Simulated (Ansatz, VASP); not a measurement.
**MgO in VASP and in Ansatz**

INCAR

```
SYSTEM = MgO
PREC = Accurate
ENCUT = 520
EDIFF = 1E-6
ISMEAR = 0
SIGMA = 0.02
LREAL = .FALSE.
LASPH = .TRUE.
NELM = 100
ALGO = Normal
ISIF = 2
LWAVE = .FALSE.
LCHARG = .TRUE.
GGA = PS
LELF = .TRUE.
LVHAR = .TRUE.
NBANDS = 16
```

Contents of KPOINTS:

```
regular mesh
0
G
  9 9 6
  0 0 0
```

POSCAR

```
MgO
1.0
    3.5752804982      0.0071122108      0.0348637786
   -1.7814808939      3.1186029624     -0.0212965828
    0.0417804122     -0.0053478928      4.3524744409
Mg O
2 2
Direct
    0.6807370687      0.3420671662      0.7535064278
    0.3312920122      0.6610925152      0.2518046734
    0.6613479908      0.3295741703      0.2458377625
    0.3266229283      0.6672661483      0.7488535297
```

Input for Ansatz:

```yaml
crystal:
  lattice:
    - [3.5752804982, 0.0071122108, 0.0348637786]
    - [-1.7814808939, 3.1186029624, -0.0212965828]
    - [0.0417804122, -0.0053478928, 4.3524744409]
  atoms:
    - { symbol: Mg, position: [0.6807370687, 0.3420671662, 0.7535064278] }
    - { symbol: Mg, position: [0.3312920122, 0.6610925152, 0.2518046734] }
    - { symbol: O, position: [0.6613479908, 0.3295741703, 0.2458377625] }
    - { symbol: O, position: [0.3266229283, 0.6672661483, 0.7488535297] }
basis:
  ecutwfc: 420
kpoints:
  mp_grid: { grid: [9, 9, 6] }
hamiltonian:
  xc: pbesol
scf:
  occupations: { method: gaussian, width: 0.02 }
output:
  forces: true
  stress: true
  eigenvalues: true
```

Change from the starting cell: all atoms moved at random, cell strained at random.

Alike in both runs: task single point; functional PBEsol; k mesh 9 × 9 × 6; occupations gaussian, width 0.02 eV; no spin polarisation.

```csv
,VASP,Ansatz
version,VASP 6.6.1,Ansatz 0.2.0
potentials or method,"VASP PAW PBE potentials, release 64 (Mg, O), cutoff 520 eV","scalar-relativistic, plane waves, PAW"
valence electrons in the cell,16,32
```

VASP gave:

| Item | Value |
| --- | --- |
| gap on the k mesh at the Fermi level (eV) | 2.80 |
| least direct gap on the mesh (eV) | 2.80 |
| pressure (GPa) | -10.2 |
| traceless stress, the component that is largest in VASP (GPa) | -2.02 |
| rms of the force components (eV/Å) | 0.211 |

Task: Which values does Ansatz return?

Result: gap on the k mesh at the Fermi level (eV): 2.81; least direct gap on the mesh (eV): 2.81; pressure (GPa): -9.7; traceless stress, the component that is largest in VASP (GPa): -2.01; rms of the force components (eV/Å): 0.209.

VASP's potentials were made for PBE, not for PBEsol. Atom by atom the forces differ by 0.002 eV/Å (rms over components). The functional is the same, so the differences come from potentials, cutoffs and numerics. VASP's potentials hold 16 valence electrons a cell and Ansatz's 32, so a difference there can come from the potentials and not from the codes.
